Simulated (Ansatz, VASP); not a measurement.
# Two plane-wave programs on PbSe

Contents of INCAR:

```
PREC = Accurate ; ENCUT = 520
EDIFF = 1E-6 ; ISMEAR = 0
SIGMA = 0.05 ; LREAL = F
LASPH = T ; NELM = 100
ALGO = Normal ; ISIF = 2
LWAVE = F ; LCHARG = F
GGA = PE ; IVDW = 12
NBANDS = 28
```

KPOINTS

```
regular mesh
0
Gamma
  8 8 6
```

POSCAR

```
PbSe
1.0
    2.1548765900     -6.1339473500      0.0000000000
    2.1548765900      6.1339473500      0.0000000000
    0.0000000000      0.0000000000      4.4504935700
Pb Se
2 2
Direct
    0.6317607300      0.3682392700      0.7668520634
    0.3682392700      0.6317607300      0.2668520634
    0.8612899600      0.1387100400      0.7500000000
    0.1387100400      0.8612899600      0.2500000000
```

Input for Ansatz:

```yaml
crystal:
  lattice:
    - [2.15487659, -6.13394735, 0.0]
    - [2.15487659, 6.13394735, 0.0]
    - [0.0, 0.0, 4.45049357]
  atoms:
    - { symbol: Pb, position: [0.63176073, 0.36823927, 0.7668520634] }
    - { symbol: Pb, position: [0.36823927, 0.63176073, 0.2668520634] }
    - { symbol: Se, position: [0.86128996, 0.13871004, 0.75] }
    - { symbol: Se, position: [0.13871004, 0.86128996, 0.25] }
basis:
  ecutwfc: 420
kpoints:
  mp_grid: { grid: [8, 8, 6] }
hamiltonian:
  xc: pbe
  dispersion: d3bj
scf:
  occupations: { method: gaussian, width: 0.05 }
output:
  forces: true
  stress: true
  eigenvalues: true
```

Change from the starting cell: all Pb atoms moved +0.075 Å, as atom 1 along Cartesian [0 0 1].

Alike in both runs: task single point; functional PBE; dispersion D3(BJ); k mesh 8 × 8 × 6; occupations gaussian, width 0.05 eV; no spin polarisation.

```csv
,VASP,Ansatz
version,VASP 6.6.1,Ansatz 0.2.0
potentials or method,"VASP PAW PBE potentials, release 64 (Pb_d, Se), cutoff 520 eV","scalar-relativistic, plane waves, PAW"
valence electrons in the cell,40,60
```

```csv
,VASP,Ansatz,Ansatz less VASP
gap on the k mesh at the Fermi level (eV),1.09,1.10,+0.003
least direct gap on the mesh (eV),1.21,1.21,-0.001
pressure (GPa),-0.9,-0.9,0.00
"traceless stress, the component that is largest in VASP (GPa)",0.13,0.10,-0.024
rms of the force components (eV/Å),0.069,0.065,-0.0045
```

Atom by atom the forces differ by 0.005 eV/Å (rms over components). VASP's potentials hold 40 valence electrons a cell and Ansatz's 60, so a difference there can come from the potentials and not from the codes.

Spin-orbit coupling is off throughout.
